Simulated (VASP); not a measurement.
# Sn (P6/mmm) in VASP: a series of runs

The runs below take Sn through relaxation of cell and atoms, with PBE.

Program: VASP 6.6.1. These are calculated values, not measurements. Logs are shortened: lines on timing, memory, paths and dates and some standing lists are left out, and cuts for length are marked.

## Step 1: The cell of the first run

Symmetry: P6/mmm, No. 191, hexagonal system. Conventional cell: a = 4.513 Å, b = 4.513 Å, c = 2.798 Å, α = 90.00°, β = 90.00°, γ = 120.00°. Sn (site symmetry 6/mmm) has 14 Sn at 2.80 to 2.96 Å within 3.7 Å. Sn (site symmetry -6m2) has 11 Sn at 2.61 to 2.96 Å within 3.4 Å.

## Step 2: Relaxation of cell and atoms, PBE, target pressure 87 GPa, at which the enthalpy is minimised

Input file INCAR:

```
PREC = Accurate
ENCUT = 600
EDIFF = 1E-6
ISMEAR = -1
SIGMA = 0.08
LREAL = False
LASPH = True
NELM = 80
ALGO = Normal
ISIF = 3
LWAVE = False
LCHARG = False
GGA = PE
IBRION = 2
NSW = 60
EDIFFG = -0.005
PSTRESS = 870.0
```

Input file KPOINTS:

```
Automatic mesh
0
Gamma
  8 8 11
```

Input file POSCAR:

```
Sn
1.0
    4.5126735460      0.0000000000      0.0000000000
   -2.2563367730      3.9080899299      0.0000000000
    0.0000000000      0.0000000000      2.7978575985
Sn
3
Direct
    0.0000000000      0.0000000000      0.0000000000
    0.3333333333      0.6666666667      0.5000000000
    0.6666666667      0.3333333333      0.5000000000
```

Potentials or basis: VASP PAW PBE potentials, release 64 (Sn_d).

Run with:

```bash
cat potpaw_PBE.64/Sn_d/POTCAR > POTCAR
mpirun -np 1 vasp_std > vasp.out
```

OUTCAR:

```text
PREC = Accurate
   ENCUT = 600
   EDIFF = 1E-6
   ISMEAR = -1
   LREAL = False
   LASPH = True
   NELM = 80
   ISIF = 3
   GGA = PE
   IBRION = 2
   NSW = 60
   EDIFFG = -0.005
   PSTRESS = 870.0

 ion  position               nearest neighbor table
   1  0.000  0.000  0.000-   2 2.96   3 2.96   2 2.96   3 2.96   3 2.96   3 2.96   2 2.96   2 2.96
                             3 2.96   3 2.96   2 2.96   2 2.96
   2  0.333  0.667  0.500-   3 2.61   3 2.61   3 2.61   1 2.96   1 2.96   1 2.96   1 2.96   1 2.96
                             1 2.96
   3  0.667  0.333  0.500-   2 2.61   2 2.61   2 2.61   1 2.96   1 2.96   1 2.96   1 2.96   1 2.96
                             1 2.96

  LATTYP: Found a hexagonal cell.
 ALAT       =     4.5126735460
 C/A-ratio  =     0.6200000000

  Lattice vectors:

 A1 = (   4.5126735460,   0.0000000000,   0.0000000000)
 A2 = (  -2.2563367730,   3.9080899299,   0.0000000000)
 A3 = (   0.0000000000,   0.0000000000,   2.7978575985)

Analysis of symmetry for initial positions (statically):
=====================================================================
 Subroutine PRICEL returns:
 Original cell was already a primitive cell.

 Routine SETGRP: Setting up the symmetry group for a
 hexagonal supercell.

 Subroutine GETGRP returns: Found 24 space group operations
 (whereof 24 operations were pure point group operations)
 out of a pool of 24 trial point group operations.

The static configuration has the point symmetry D_6h.

Analysis of symmetry for dynamics (positions and initial velocities):
=====================================================================
 Subroutine PRICEL returns:
 Original cell was already a primitive cell.

 Routine SETGRP: Setting up the symmetry group for a
 hexagonal supercell.

 Subroutine GETGRP returns: Found 24 space group operations
 (whereof 24 operations were pure point group operations)
 out of a pool of 24 trial point group operations.

The dynamic configuration has the point symmetry D_6h.

 Subroutine INISYM returns: Found 24 space group operations
 (whereof 24 operations are pure point group operations),
 and found     1 'primitive' translations

----------------------------------------------------------------------------------------

[... 91 lines left out ...]
   LASPH  =      T    aspherical Exc in radial PAW
   ENCUT  =  600.0 eV  44.10 Ry    6.64 a.u.   9.01  9.01  5.59*2*pi/ulx,y,z
   NELM   =     80;   NELMIN=  2; NELMDL= -5     # of ELM steps
   EDIFF  = 0.1E-05   stopping-criterion for ELM
   LREAL  =      F    real-space projection
   EDIFFG = -.5E-02   stopping-criterion for IOM
   NSW    =     60    number of steps for IOM
   IBRION =      2    ionic relax: 0-MD 1-quasi-New 2-CG
   NFREE  =      1    steps in history (QN), initial steepest desc. (CG)
   ISIF   =      3    stress and relaxation
   ISYM   =      2    0-nonsym 1-usesym 2-fastsym
   POTIM  = 0.5000    time-step for ionic-motion
   TEBEG  =    0.0;   TEEND  =   0.0 temperature during run
   PSTRESS=  870.0 pullay stress
   NELECT =      42.0000    total number of electrons
   NUPDOWN=      -1.0000    fix difference up-down
   EMIN   =  10.00;   EMAX   =-10.00  energy-range for DOS
   EFERMI =   0.00;   METHOD = LEGACY
   ISMEAR =    -1;   SIGMA  =   0.08  broadening in eV -4-tet -1-fermi 0-gaus
   EFERMI_NEDOS =   21; number of points for ismear=-14 and -15
   IALGO  =     38    algorithm
   IMIX   =      4    mixing-type and parameters
     AMIX     =   0.40;   BMIX     =  1.00
     AMIX_MAG =   1.60;   BMIX_MAG =  1.00
  volume/ion in A,a.u.               =      16.45       110.99
  Fermi-wavevector in a.u.,A,eV,Ry     =   1.551493  2.931897 32.751012  2.407131
  Thomas-Fermi vector in A             =   2.656005
   LORBIT       =      0    0 simple, 1 ext, 2 COOP (PROOUT), +10 PAW based schemes
   GGA     = PE    functional components
   LHFCALC =     F    Hartree Fock is set to
   AEXX    =    0.0000 exact exchange contribution
   IVDW    =     0    specifies the selected vdW correction
   LEPSILON=     F    determine dielectric tensor
   LRPA    =     F    only Hartree local field effects (RPA)
 conjugate gradient relaxation of ions
 non-spin polarized calculation
  energy-cutoff  :      600.00
  volume of cell :       49.34
 maximum number of plane-waves:      1667
 NGX is ok and might be reduce to    36
   NGX = 17   NGY = 17   NGZ = 11

--------------------------------------- Ionic step        1  -------------------------------------------

 number of electron      42.0000005 magnetization

 Free energy of the ion-electron system (eV)
  ---------------------------------------------------
  ext. energy  EPLUGINS =         0.00000000
  ---------------------------------------------------
  free energy    TOTEN  =        -5.57141279 eV

  energy without entropy =       -5.53952339  energy(sigma->0) =       -5.55546809

------------------------ aborting loop because EDIFF is reached ----------------------------------------

  FORCE on cell =-STRESS in cart. coord.  units (eV):
  Direction    XX          YY          ZZ          XY          YZ          ZX
  --------------------------------------------------------------------------------------
  -------------------------------------------------------------------------------------
  Total       28.0968894     28.0968894     25.4072487     -0.0000000      0.0000000     -0.0000000
  in kB      912.3148654    912.3148655    824.9813850     -0.0000000      0.0000000     -0.0000000
  external PRESSURE =      13.2037053 kB  Pullay stress =     870.0000000 kB
[... 260 lines left out ...]
--------------------------------------- Ionic step        8  -------------------------------------------

 number of electron      41.9999991 magnetization

 Free energy of the ion-electron system (eV)
  ---------------------------------------------------
  ext. energy  EPLUGINS =         0.00000000
  ---------------------------------------------------
  free energy    TOTEN  =        -5.72737962 eV

  energy without entropy =       -5.69269548  energy(sigma->0) =       -5.71003755

 E-fermi :  15.9274     XC(G=0): -12.9298

 val. band max:       15.9216561544   @ k =   0.3750   0.1250   0.0909
 cond. band min:      15.9343366332   @ k =   0.3750  -0.0000   0.0000
 fundamental gap:      0.0126804788
 Fermi energy:        15.9273780717

 k-point     1 :       0.0000    0.0000    0.0000
  band No.  band energies     occupation
      1      -7.0286      2.00000
      2      -6.6695      2.00000
      3      -6.5544      2.00000
      4      -6.4859      2.00000
      5      -6.4859      2.00000
      6      -6.2717      2.00000
[... 661 lines left out ...]
     24      20.9117      0.00000
     25      21.7544      0.00000

 [... further k-points ...]
[... 5 lines left out ...]
  --------------------------------------------------------------------------------------
  -------------------------------------------------------------------------------------
  Total       26.9040166     26.9040166     26.9082659     -0.0000000      0.0000000      0.0000000
  in kB      870.0332146    870.0332146    870.1706290     -0.0000000      0.0000000      0.0000000
  external PRESSURE =       0.0790194 kB  Pullay stress =     870.0000000 kB
[... 22 lines left out ...]
  energy  without entropy=       -5.6926954802  energy(sigma->0) =       -5.71003755

  enthalpy is  TOTEN    =        21.1756098700 eV   P V=       26.9029894940

 reached required accuracy - stopping structural energy minimisation
```

CONTCAR:

```text
Sn
   1.00000000000000
     4.5837124315728373    0.0000000000000000   -0.0000000000000000
    -2.2918562157864186    3.9696114095975545    0.0000000000000000
    -0.0000000000000000    0.0000000000000000    2.7228675306978540
  Sn
     3
Direct
     0.0000000000000000    0.0000000000000000    0.0000000000000000
     0.3333333332999970    0.6666666667000030    0.5000000000000000
     0.6666666667000030    0.3333333332999970    0.5000000000000000

  0.00000000E+00  0.00000000E+00  0.00000000E+00
  0.00000000E+00  0.00000000E+00  0.00000000E+00
  0.00000000E+00  0.00000000E+00  0.00000000E+00
```

It took 4.3 min on 1 thread of Intel Xeon 6975P-C, shared host; peak memory 0.22 GiB.

What came out:

- Free energy: -5.7274 eV
- Relaxed volume: 16.51 Å³/atom
- Relaxed cell: a = 4.584 Å, b = 4.584 Å, c = 2.723 Å, α = 90.00°, β = 90.00°, γ = 120.00°
- Space group after relaxing (to 0.05 Å): P6/mmm (No. 191)
- Energy change on relaxing (the enthalpy is what falls): -52.0 meV/atom
- Ionic steps: 8
- Pressure after relaxing: 87.0 GPa
- Band gap on the k mesh: zero (band 21 reaches 18.59 eV, above the bottom of band 22 at 11.31 eV)

The path:
```tsv
step	energy change (eV)	largest force (eV/Å)	pressure (GPa)	volume (Å³)
1	0.0000	0.0000	88.32	49.34
2	-0.5460	0.0000	81.57	50.29
3	-0.4442	0.0000	82.80	50.09
4	0.0724	0.0000	90.44	49.14
5	-0.2169	0.0000	86.24	49.66
6	-0.2216	0.0000	86.14	49.67
7	-0.1378	0.0000	87.25	49.51
8	-0.1560	0.0000	87.01	49.54
```

Final structure:
```xyz
3
Lattice="4.5837 0.0000 0.0000 -2.2919 3.9696 0.0000 0.0000 0.0000 2.7229" Properties=species:S:1:pos:R:3 pbc="T T T"
Sn    0.0000    0.0000    0.0000
Sn    0.0000    2.6464    1.3614
Sn    2.2919    1.3232    1.3614
```

Levels at points of the mesh, in eV from the Fermi level:
```
           k point  band 18  band 19  band 20  band 21  band 22  band 23  band 24  band 25
(0.00, 0.00, 0.00)    -5.33    -4.67    -4.67    -4.62    -4.62     4.47     9.31    12.09
(0.50, 0.00, 0.00)    -7.81    -7.41     2.43     2.48     3.23     3.24     5.57     7.67
```

Caveat: the cell is relaxed towards a set pressure, so the enthalpy falls and the energy may rise; spin-orbit coupling is left out, which moves the levels of the heavy elements.

## Step 3: Relaxation of cell and atoms, PBE, target pressure 87 GPa, at which the enthalpy is minimised

This run uses another cell than the first one, of 16.51 Å³/atom, 1.004 times its volume.

Input file INCAR:

```
PREC = Accurate
ENCUT = 600
EDIFF = 1E-6
ISMEAR = -1
SIGMA = 0.08
LREAL = F
LASPH = T
NELM = 60
ALGO = Normal
ISIF = 3
LWAVE = F
LCHARG = F
GGA = PE
IBRION = 2
NSW = 32
EDIFFG = -0.005
PSTRESS = 870.0
```

KPOINTS is that of step 2.

Input file POSCAR:

```
Sn
1.0
    4.5835020618      0.0000000000      0.0000000000
   -2.2917510309      3.9694292238      0.0000000000
    0.0000000000      0.0000000000      2.7227670839
Sn
3
Direct
    0.0000000000      0.0000000000      0.0000000000
    0.3333333333      0.6666666667      0.5000000000
    0.6666666667      0.3333333333      0.5000000000
```

Potentials or basis: VASP PAW PBE potentials, release 64 (Sn_d).

Run with:

```bash
cat potpaw_PBE.64/Sn_d/POTCAR > POTCAR
mpirun -np 1 vasp_std > vasp.out
```

OUTCAR:

```text
PREC = Accurate
   ENCUT = 600
   EDIFF = 1E-6
   ISMEAR = -1
   LREAL = F
   LASPH = T
   NELM = 60
   ISIF = 3
   GGA = PE
   IBRION = 2
   NSW = 32
   EDIFFG = -0.005
   PSTRESS = 870.0

 ion  position               nearest neighbor table
   1  0.000  0.000  0.000-   2 2.98   3 2.98   2 2.98   3 2.98   2 2.98   2 2.98   3 2.98   3 2.98
                             3 2.98   3 2.98   2 2.98   2 2.98
   2  0.333  0.667  0.500-   3 2.65   3 2.65   3 2.65   1 2.98   1 2.98   1 2.98   1 2.98   1 2.98
                             1 2.98
   3  0.667  0.333  0.500-   2 2.65   2 2.65   2 2.65   1 2.98   1 2.98   1 2.98   1 2.98   1 2.98
                             1 2.98

  LATTYP: Found a hexagonal cell.
 ALAT       =     4.5835020618
 C/A-ratio  =     0.5940364043

  Lattice vectors:

 A1 = (   4.5835020618,   0.0000000000,   0.0000000000)
 A2 = (  -2.2917510309,   3.9694292238,   0.0000000000)
 A3 = (   0.0000000000,   0.0000000000,   2.7227670839)

Analysis of symmetry for initial positions (statically):
=====================================================================
 Subroutine PRICEL returns:
[... 170 lines left out ...]
  free energy    TOTEN  =        -5.72406364 eV

  energy without entropy =       -5.68938181  energy(sigma->0) =       -5.70672273

 E-fermi :  15.9300     XC(G=0): -12.9305

 val. band max:       15.9244548947   @ k =   0.3750   0.1250   0.0909
 cond. band min:      15.9372554552   @ k =   0.3750   0.0000   0.0000
 fundamental gap:      0.0128005605
 Fermi energy:        15.9300180493

 k-point     1 :       0.0000    0.0000    0.0000
  band No.  band energies     occupation
      1      -7.0265      2.00000
      2      -6.6674      2.00000
      3      -6.5521      2.00000
      4      -6.4836      2.00000
      5      -6.4836      2.00000
      6      -6.2695      2.00000
[... 661 lines left out ...]
     24      20.9147      0.00000
     25      21.7630      0.00000

 [... further k-points ...]
[... 5 lines left out ...]
  --------------------------------------------------------------------------------------
  -------------------------------------------------------------------------------------
  Total       26.9001343     26.9001343     26.8956534      0.0000000     -0.0000000      0.0000000
  in kB      870.0196164    870.0196164    869.8746936      0.0000000     -0.0000000      0.0000000
  external PRESSURE =      -0.0286912 kB  Pullay stress =     870.0000000 kB

 VOLUME and BASIS-vectors are now :
 -----------------------------------------------------------------------------
  energy-cutoff  :      600.00
  volume of cell :       49.54
      direct lattice vectors                 reciprocal lattice vectors
     4.583502062  0.000000000  0.000000000     0.218173786  0.125962694  0.000000000
    -2.291751031  3.969429224  0.000000000     0.000000000  0.251925389  0.000000000
     0.000000000  0.000000000  2.722767084     0.000000000  0.000000000  0.367273428

 POSITION                                       TOTAL-FORCE (eV/Angst)
 -----------------------------------------------------------------------------------
      0.00000      0.00000      0.00000         0.000000      0.000000     -0.000000
     -0.00000      2.64629      1.36138         0.000000      0.000000     -0.000000
      2.29175      1.32314      1.36138        -0.000000      0.000000      0.000000
 -----------------------------------------------------------------------------------
    total drift:                                0.000000     -0.000000      0.000000

  FREE ENERGIE OF THE ION-ELECTRON SYSTEM (eV)
  ---------------------------------------------------
  free  energy   TOTEN  =        -5.7240636399 eV

  energy  without entropy=       -5.6893818134  energy(sigma->0) =       -5.70672273

  enthalpy is  TOTEN    =        21.1754641181 eV   P V=       26.8995277580

 reached required accuracy - stopping structural energy minimisation
```

Run time: 67 s. Hardware: 1 thread of Intel Xeon 6975P-C, shared host; peak memory 0.22 GiB.

What came out:

| Quantity | Value |
| --- | --- |
| Free energy | -5.7241 eV |
| Pressure after relaxing | 87.0 GPa |
| Band gap on the k mesh | zero (band 21 reaches 18.59 eV, above the bottom of band 22 at 11.31 eV) |

Final structure:
```
Sn
1.0
     4.58350    0.00000    0.00000
    -2.29175    3.96943    0.00000
     0.00000    0.00000    2.72277
Sn
3
Direct
  0.00000 0.00000 0.00000
  0.33333 0.66667 0.50000
  0.66667 0.33333 0.50000
```

Caveat: the relaxation stopped at its first step, so nothing moved; the cell is relaxed towards a set pressure, so the enthalpy falls and the energy may rise; spin-orbit coupling is left out, which moves the levels of the heavy elements.
